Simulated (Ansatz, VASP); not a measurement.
## One calculation of BaHfO3, two programs

```
Ba Hf O
1.0
     3.68443    0.00000    0.00000
    -1.84221    3.19081    0.00000
     0.00000    0.00000    7.51585
Ba Hf O
1 1 3
Direct
  0.66667 0.33333 0.03963
  0.33333 0.66667 0.54289
  0.00000 0.00000 0.55077
  0.00000 0.00000 0.21292
  0.33333 0.66667 0.78793
```

Alike in both runs: functional PBE; k mesh 6 × 6 × 4; occupations gaussian, width 0.1 eV; no spin polarisation.

Ansatz relaxed the structure, and its values are those at the end. VASP's run is a single point on that final structure, the one shown.

```csv
,VASP,Ansatz
version,VASP 6.6.1,Ansatz 0.2.0
potentials or method,"VASP PAW PBE potentials, release 64 (Ba_sv, Hf_pv, O), cutoff 520 eV","scalar-relativistic, plane waves, PAW"
valence electrons in the cell,38,54
```

Ansatz gave:

- gap on the k mesh at the Fermi level (eV): 0.52
- least direct gap on the mesh (eV): 0.52
- pressure (GPa): 0.1
- rms of the force components (eV/Å): 0.004

Task: What did VASP give for the same quantities?

Result: gap on the k mesh at the Fermi level (eV): 0.52; least direct gap on the mesh (eV): 0.52; pressure (GPa): 0.7; rms of the force components (eV/Å): 0.116.

VASP's potentials hold 38 valence electrons a cell and Ansatz's 54, so a difference there can come from the potentials and not from the codes.

Neither program's run includes spin-orbit coupling.
